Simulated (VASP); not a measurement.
Set up this calculation in VASP 6.6.1, as the native input.

* Task: electric field gradients
* Functional: PBEsol
* Potentials or basis: VASP PAW PBE potentials, release 64 (Ti_sv, N)
* Cutoff: 520 eV
* k mesh: 13 × 13 × 13
* Occupations: fermi-dirac, width 0.05 eV
* Spin: no spin polarisation
* Dipole correction: no
* Further INCAR settings: ALGO = Normal; EDIFF = 1e-08; NBANDS = 16

The structure of TiN lies in POSCAR:

```
TiN
1.0
    0.0000000000      2.0933208087      2.0933208087
    2.0933208087      0.0000000000      2.0933208087
    2.0933208087      2.0933208087      0.0000000000
Ti N
1 1
Direct
    0.0000000000      0.0000000000      0.0000000000
    0.5000000000      0.5000000000      0.5000000000
```

This cell differs from its parent crystal: volume scaled by 0.96.

The input as run:

INCAR

```
SYSTEM = TiN
PREC = Accurate
ENCUT = 520
EDIFF = 1E-8
ISMEAR = -1
SIGMA = 0.05
LREAL = .False.
LASPH = .True.
NELM = 120
ALGO = Normal
ISIF = 2
LWAVE = .False.
LCHARG = .False.
GGA = PS
LEFG = .True.
NBANDS = 16
GGA_COMPAT = .False.
```

KPOINTS

```
Automatic mesh
0
Gamma
  13 13 13
  0 0 0
```

Potentials or basis: VASP PAW PBE potentials, release 64 (Ti_sv, N).

Command:

```bash
$ cat potpaw_PBE.64/Ti_sv/POTCAR potpaw_PBE.64/N/POTCAR > POTCAR
$ mpirun -np 1 vasp_std > vasp.out
```

It gave:

* Pressure: 4.3 GPa

Caveat: without QUAD_EFG the Cq values of the log hold for a quadrupole moment of 1 mb, not for the nuclei; the PAW data sets were made with another functional, which shifts forces and pressure a little.

Wall time 20 s on 1 thread of Intel(R) Xeon(R) Platinum 8488C (Sapphire Rapids) (shared host), peak memory 0.15 GiB.
